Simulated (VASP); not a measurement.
# Ba (Im-3m) in VASP: a series of runs

Runs on Ba. Level: PBEsol. Tasks: single point.

All numbers are computed with VASP 6.6.1; they aren't measurements. Logs are shortened: lines on timing, memory, paths and dates and some standing lists are left out, and cuts for length are marked.

**1. The cell of the first run**

It takes space group Im-3m (No. 229, cubic). Conventional cell: a = 4.874 Å, b = 4.874 Å, c = 4.874 Å, α = 90.00°, β = 90.00°, γ = 90.00°. Ba (site symmetry m-3m) has 14 Ba at 4.22 to 4.87 Å within 5.5 Å.

**2. Single point, PBEsol**

The input, INCAR:

```
ALGO = Normal ; EDIFF = 1E-7
ENCUT = 520 ; GGA = PS
ISIF = 2 ; ISMEAR = -1
LASPH = True ; LCHARG = False
LREAL = False ; LWAVE = False
NBANDS = 11 ; NELM = 60
PREC = Accurate ; SIGMA = 0.05
```

The input, KPOINTS:

```
k-points
0
Gamma
  14 14 14
```

The input, POSCAR:

```
Ba
1.0
   -2.4368756582      2.4368756582      2.4368756582
    2.4368756582     -2.4368756582      2.4368756582
    2.4368756582      2.4368756582     -2.4368756582
Ba
1
Direct
    0.0000000000      0.0000000000      0.0000000000
```

Potentials or basis: VASP PAW PBE potentials, release 64 (Ba_sv).

Launch:

```bash
$ cat potpaw_PBE.64/Ba_sv/POTCAR > POTCAR
$ mpirun -np 1 vasp_std > vasp.out
```

OUTCAR:

```text
EDIFF = 1E-7
   ENCUT = 520
   GGA = PS
   ISIF = 2
   ISMEAR = -1
   LASPH = True
   LREAL = False
   NELM = 60
   PREC = Accurate

 ion  position               nearest neighbor table
   1  0.000  0.000  0.000-

  LATTYP: Found a body centered cubic cell.
 ALAT       =     4.8737513164

  Lattice vectors:

 A1 = (  -2.4368756582,   2.4368756582,   2.4368756582)
 A2 = (   2.4368756582,  -2.4368756582,   2.4368756582)
 A3 = (   2.4368756582,   2.4368756582,  -2.4368756582)

Analysis of symmetry for initial positions (statically):
=====================================================================
 Subroutine PRICEL returns:
 Original cell was already a primitive cell.

 Routine SETGRP: Setting up the symmetry group for a
 body centered cubic supercell.

 Subroutine GETGRP returns: Found 48 space group operations
 (whereof 48 operations were pure point group operations)
 out of a pool of 48 trial point group operations.

The static configuration has the point symmetry O_h .

Analysis of symmetry for dynamics (positions and initial velocities):
=====================================================================
 Subroutine PRICEL returns:
 Original cell was already a primitive cell.

 Routine SETGRP: Setting up the symmetry group for a
 body centered cubic supercell.

 Subroutine GETGRP returns: Found 48 space group operations
 (whereof 48 operations were pure point group operations)
 out of a pool of 48 trial point group operations.

The dynamic configuration has the point symmetry O_h .

 Subroutine INISYM returns: Found 48 space group operations
 (whereof 48 operations are pure point group operations),
 and found     1 'primitive' translations

----------------------------------------------------------------------------------------

                                     Primitive cell

  volume of cell :      57.8842

  direct lattice vectors                    reciprocal lattice vectors
    -2.436875658  2.436875658  2.436875658     0.000000000  0.205180760  0.205180760
     2.436875658 -2.436875658  2.436875658     0.205180760  0.000000000  0.205180760
     2.436875658  2.436875658 -2.436875658     0.205180760  0.205180760  0.000000000

  length of vectors
     4.220792452  4.220792452  4.220792452     0.290169414  0.290169414  0.290169414

  position of ions in fractional coordinates (direct lattice)
     0.000000000  0.000000000  0.000000000

  ion indices of the primitive-cell ions
   primitive index   ion index
                 1           1

----------------------------------------------------------------------------------------

 KPOINTS: k-points

Automatic generation of k-mesh.
 Grid dimensions read from file:
 generate k-points for:   14   14   14

 Generating k-lattice:

  Cartesian coordinates                     Fractional coordinates (reciprocal lattice)
     0.000000000  0.014655769  0.014655769     0.071428571  0.000000000  0.000000000
     0.014655769  0.000000000  0.014655769     0.000000000  0.071428571  0.000000000
     0.014655769  0.014655769  0.000000000     0.000000000  0.000000000  0.071428571

  Length of vectors
     0.020726387  0.020726387  0.020726387

  Shift w.r.t. Gamma in fractional coordinates (k-lattice)
     0.000000000  0.000000000  0.000000000

 Subroutine IBZKPT returns following result:
 ===========================================

 Found    104 irreducible k-points:

 Following reciprocal coordinates:
            Coordinates               Weight
  0.000000  0.000000  0.000000      1.000000
  0.071429  0.000000  0.000000     12.000000
  0.142857  0.000000  0.000000     12.000000
  0.214286  0.000000  0.000000     12.000000
  0.285714  0.000000  0.000000     12.000000
  0.357143  0.000000  0.000000     12.000000
[... 16 lines left out ...]
  0.285714  0.285714  0.000000     24.000000
  0.357143  0.285714  0.000000     24.000000
 [... further k-points ...]
   k-points           NKPTS =    104   k-points in BZ     NKDIM =    104   number of bands    NBANDS=     11
   number of dos      NEDOS =    301   number of ions     NIONS =      1
   total plane-waves  NPLWV =  32768
   dimension x,y,z NGX =    32 NGY =   32 NGZ =   32
   dimension x,y,z NGXF=    64 NGYF=   64 NGZF=   64
   ions per type =               1
   NGX,Y,Z   is equivalent  to a cutoff of  12.60, 12.60, 12.60 a.u.
   NGXF,Y,Z  is equivalent  to a cutoff of  25.21, 25.21, 25.21 a.u.
 SYSTEM =  unknown system
   PREC   = accura    normal or accurate (medium, high low for compatibility)
   ISTART =      0    job   : 0-new  1-cont  2-samecut
   ICHARG =      2    charge: 1-file 2-atom 10-const
   ISPIN  =      1    spin polarized calculation?
   LNONCOLLINEAR =      F non collinear calculations
   LSORBIT =      F    spin-orbit coupling
   LASPH  =      T    aspherical Exc in radial PAW
   ENCUT  =  520.0 eV  38.22 Ry    6.18 a.u.   7.85  7.85  7.85*2*pi/ulx,y,z
   NELM   =     60;   NELMIN=  2; NELMDL= -5     # of ELM steps
   EDIFF  = 0.1E-06   stopping-criterion for ELM
   LREAL  =      F    real-space projection
   EDIFFG = 0.1E-05   stopping-criterion for IOM
   NSW    =      0    number of steps for IOM
   IBRION =     -1    ionic relax: 0-MD 1-quasi-New 2-CG
   NFREE  =      0    steps in history (QN), initial steepest desc. (CG)
   ISIF   =      2    stress and relaxation
   ISYM   =      2    0-nonsym 1-usesym 2-fastsym
   POTIM  = 0.5000    time-step for ionic-motion
   TEBEG  =    0.0;   TEEND  =   0.0 temperature during run
   PSTRESS=    0.0 pullay stress
   NELECT =      10.0000    total number of electrons
   NUPDOWN=      -1.0000    fix difference up-down
   EMIN   =  10.00;   EMAX   =-10.00  energy-range for DOS
   EFERMI =   0.00;   METHOD = LEGACY
   ISMEAR =    -1;   SIGMA  =   0.05  broadening in eV -4-tet -1-fermi 0-gaus
   EFERMI_NEDOS =   21; number of points for ismear=-14 and -15
   IALGO  =     38    algorithm
   IMIX   =      4    mixing-type and parameters
     AMIX     =   0.40;   BMIX     =  1.00
     AMIX_MAG =   1.60;   BMIX_MAG =  1.00
  volume/ion in A,a.u.               =      57.88       390.62
  Fermi-wavevector in a.u.,A,eV,Ry     =   0.911776  1.723007 11.311004  0.831335
  Thomas-Fermi vector in A             =   2.036095
   LORBIT       =      0    0 simple, 1 ext, 2 COOP (PROOUT), +10 PAW based schemes
   GGA     = PS    functional components
   LHFCALC =     F    Hartree Fock is set to
   AEXX    =    0.0000 exact exchange contribution
   IVDW    =     0    specifies the selected vdW correction
   LEPSILON=     F    determine dielectric tensor
   LRPA    =     F    only Hartree local field effects (RPA)
 non-spin polarized calculation
  energy-cutoff  :      520.00
  volume of cell :       57.88
 maximum number of plane-waves:      1573
   NGX = 15   NGY = 15   NGZ = 15

 number of electron      10.0000001 magnetization

 Free energy of the ion-electron system (eV)
  ---------------------------------------------------
  ext. energy  EPLUGINS =         0.00000000
  ---------------------------------------------------
  free energy    TOTEN  =        -2.15372771 eV

  energy without entropy =       -2.14403057  energy(sigma->0) =       -2.14887914

 E-fermi :   1.8057     XC(G=0):  -7.7872

 val. band max:        1.7901085363   @ k =  -0.4286   0.4286   0.2857
 cond. band min:       1.8058968343   @ k =   0.5000   0.5000   0.2857
 fundamental gap:      0.0157882980
 Fermi energy:         1.8057329566

 k-point     1 :       0.0000    0.0000    0.0000
  band No.  band energies     occupation
      1     -26.8980      2.00000
      2     -11.7727      2.00000
      3     -11.7727      2.00000
      4     -11.7727      2.00000
      5      -0.9850      2.00000
      6       3.7254      0.00000
      7       3.7254      0.00000
      8       3.7254      0.00000
      9       5.2809      0.00000
     10       5.2809      0.00000
     11       9.0064      0.00000

 k-point     2 :       0.0714    0.0000    0.0000
  band No.  band energies     occupation
      1     -26.8949      2.00000
      2     -11.8057      2.00000
      3     -11.7826      2.00000
      4     -11.7729      2.00000
      5      -0.8780      2.00000
      6       3.6367      0.00000
      7       3.6825      0.00000
      8       3.8340      0.00000
      9       5.1247      0.00000
     10       5.2712      0.00000
     11       9.1326      0.00000

 k-point     3 :       0.1429    0.0000    0.0000
  band No.  band energies     occupation
      1     -26.8862      2.00000
      2     -11.8965      2.00000
      3     -11.8101      2.00000
      4     -11.7737      2.00000
      5      -0.5752      2.00000
      6       3.4121      0.00000
      7       3.4987      0.00000
      8       4.1555      0.00000
      9       4.9230      0.00000
     10       5.2618      0.00000
     11       9.4357      0.00000

 k-point     4 :       0.2143    0.0000    0.0000
  band No.  band energies     occupation
      1     -26.8735      2.00000
      2     -12.0232      2.00000
      3     -11.8494      2.00000
      4     -11.7748      2.00000
      5      -0.1332      2.00000
      6       3.1337      0.00000
      7       3.1821      0.00000
      8       4.6774      0.00000
      9       4.9386      0.00000
     10       5.2933      0.00000
     11       9.5991      0.00000

 k-point     5 :       0.2857    0.0000    0.0000
  band No.  band energies     occupation
      1     -26.8594      2.00000
      2     -12.1583      2.00000
      3     -11.8924      2.00000
      4     -11.7760      2.00000
      5       0.3406      2.00000
      6       2.8688      0.00000
      7       2.9327      0.00000
      8       5.1030      0.00000
      9       5.3770      0.00000
     10       5.3968      0.00000
     11       9.2019      0.00000
[... 211 lines left out ...]
 k-point    21 :       0.2857    0.2143   -0.0000
  band No.  band energies     occupation
      1     -26.8347      2.00000
      2     -12.2802      2.00000
      3     -12.0245      2.00000
      4     -11.8351      2.00000
      5       1.3797      1.99960
      6       2.3754      0.00002
      7       2.7722      0.00000
      8       5.0837      0.00000
      9       5.7926      0.00000
     10       7.2440      0.00000
     11       8.4323      0.00000

 k-point    22 :       0.3571    0.2143    0.0000
  band No.  band energies     occupation
      1     -26.8299      2.00000
      2     -12.2967      2.00000
      3     -12.0640      2.00000
      4     -11.8386      2.00000
      5       1.4896      1.99641
      6       2.4335      0.00001
      7       2.7887      0.00000
      8       5.1572      0.00000
      9       5.8777      0.00000
     10       7.6187      0.00000
     11       8.1067      0.00000

 k-point    23 :       0.2857    0.2857    0.0000
  band No.  band energies     occupation
      1     -26.8292      2.00000
      2     -12.2634      2.00000
      3     -12.1013      2.00000
      4     -11.8458      2.00000
      5       1.7060      1.76051
      6       2.3129      0.00008
      7       2.6841      0.00000
      8       5.3005      0.00000
      9       5.7115      0.00000
     10       7.4493      0.00000
     11       8.2248      0.00000

 k-point    24 :       0.3571    0.2857    0.0000
  band No.  band energies     occupation
      1     -26.8272      2.00000
      2     -12.2401      2.00000
      3     -12.1467      2.00000
      4     -11.8489      2.00000
      5       1.8151      0.90643
      6       2.3922      0.00002
      7       2.5632      0.00000
      8       5.4172      0.00000
      9       5.7503      0.00000
     10       7.0920      0.00000
     11       8.6596      0.00000

 [... further k-points ...]

------------------------ aborting loop because EDIFF is reached ----------------------------------------

  FORCE on cell =-STRESS in cart. coord.  units (eV):
  Direction    XX          YY          ZZ          XY          YZ          ZX
  --------------------------------------------------------------------------------------
  -------------------------------------------------------------------------------------
  Total        0.0431183      0.0431183      0.0431183     -0.0000000     -0.0000000      0.0000000
  in kB        1.1934727      1.1934727      1.1934727     -0.0000000     -0.0000000      0.0000000
  external PRESSURE =       1.1934727 kB  Pullay stress =       0.0000000 kB

 VOLUME and BASIS-vectors are now :
 -----------------------------------------------------------------------------
  energy-cutoff  :      520.00
  volume of cell :       57.88
      direct lattice vectors                 reciprocal lattice vectors
    -2.436875658  2.436875658  2.436875658     0.000000000  0.205180760  0.205180760
     2.436875658 -2.436875658  2.436875658     0.205180760  0.000000000  0.205180760
     2.436875658  2.436875658 -2.436875658     0.205180760  0.205180760  0.000000000

 POSITION                                       TOTAL-FORCE (eV/Angst)
 -----------------------------------------------------------------------------------
      0.00000      0.00000      0.00000        -0.000000      0.000000     -0.000000
 -----------------------------------------------------------------------------------
    total drift:                                0.000000      0.000000     -0.000000

  FREE ENERGIE OF THE ION-ELECTRON SYSTEM (eV)
  ---------------------------------------------------
  free  energy   TOTEN  =        -2.1537277127 eV

  energy  without entropy=       -2.1440305672  energy(sigma->0) =       -2.14887914
```

Wall time 27 s (1 thread of Intel Xeon Platinum 8375C at 2.90GHz (Ice Lake), shared host); peak memory 0.21 GiB.

What came out:

- Free energy: -2.1537 eV
- Pressure: 0.1 GPa
- Band gap on the k mesh: zero (band 5 reaches 2.32 eV, above the bottom of band 6 at 1.16 eV)

Caveat: the PAW data sets were made with another functional, which shifts forces and pressure a little; spin-orbit coupling is left out, which moves the levels of the heavy elements.

**3. Single point, PBEsol**

The input, INCAR:

```
SYSTEM = Ba
ALGO     = Normal         ! electronic algorithm
EDIFF    = 1E-7           ! SCF threshold, eV
ENCUT    = 520            ! plane-wave cutoff, eV
GGA      = PS             ! functional
ISIF     = 2              ! what is computed and relaxed
ISMEAR   = -1             ! smearing method
LASPH    = .True.         ! aspherical terms in the spheres
LCHARG   = .True.         ! write CHGCAR
LELF     = .True.         ! ELF
LREAL    = .False.        ! projectors in reciprocal space
LVHAR    = .True.       
LWAVE    = .False.        ! write WAVECAR
NBANDS   = 11             ! bands
NELM     = 100            ! most SCF steps
PREC     = Accurate       ! precision mode
SIGMA    = 0.05           ! smearing width, eV
```

The input, KPOINTS:

```
k-points
0
Gamma
  14 14 14
  0 0 0
```

POSCAR is that of step 2.

Potentials or basis: VASP PAW PBE potentials, release 64 (Ba_sv).

Launch:

```bash
$ cat potpaw_PBE.64/Ba_sv/POTCAR > POTCAR
$ mpirun -np 1 vasp_std > vasp.out
```

Run time: 28 s. Hardware: 1 thread of Intel Xeon Platinum 8375C at 2.90GHz (Ice Lake), shared host; peak memory 0.21 GiB.

Results (log left out):

- Free energy: -2.1537 eV
- Pressure: 0.1 GPa
- Band gap on the k mesh: zero (band 5 reaches 2.32 eV, above the bottom of band 6 at 1.16 eV)

Levels at points of the mesh, in eV from the Fermi level:
```
           k point  band 3  band 4  band 5  band 6  band 7  band 8
(0.00, 0.00, 0.00)  -13.58  -13.58   -2.79    1.92    1.92    1.92
(0.50, 0.00, 0.00)  -13.77  -13.58   -0.95    0.67    1.55    3.46
(0.50, 0.50, 0.50)  -14.00  -14.00   -0.65   -0.65    4.79    4.79
```

Caveat: the PAW data sets were made with another functional, which shifts forces and pressure a little; spin-orbit coupling is left out, which moves the levels of the heavy elements.
